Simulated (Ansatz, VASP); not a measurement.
# MoW2: VASP beside Ansatz

```
Mo W
1.0
     4.62059    0.00000    0.00000
    -2.31030    4.00155    0.00000
     0.00000    0.00000    2.68449
Mo W
1 2
Cartesian
  0.0000 0.0000 0.0000
  0.0000 2.6677 1.3422
  2.3103 1.3339 1.3422
```

Alike in both runs: functional PBE; k mesh 6 × 6 × 4; occupations gaussian, width 0.1 eV; no spin polarisation.

Ansatz relaxed the structure, and its values are those at the end. VASP's run is a single point on that final structure, the one shown.

|  | VASP | Ansatz |
| --- | --- | --- |
| version | VASP 6.6.1 | Ansatz 0.2.0 |
| potentials or method | VASP PAW PBE potentials, release 64 (Mo_sv, W_sv), cutoff 520 eV | scalar-relativistic, plane waves, PAW |
| valence electrons in the cell | 42 | 42 |

```csv
,VASP,Ansatz,Ansatz less VASP
gap on the k mesh at the Fermi level (eV),none,none,-
pressure (GPa),0.5,0.0,-0.49
```

A gap of «none» marks a metal or a gap that the smearing closes.

The k mesh is coarse, so the values compare programs but aren't converged. Neither program's run includes spin-orbit coupling.
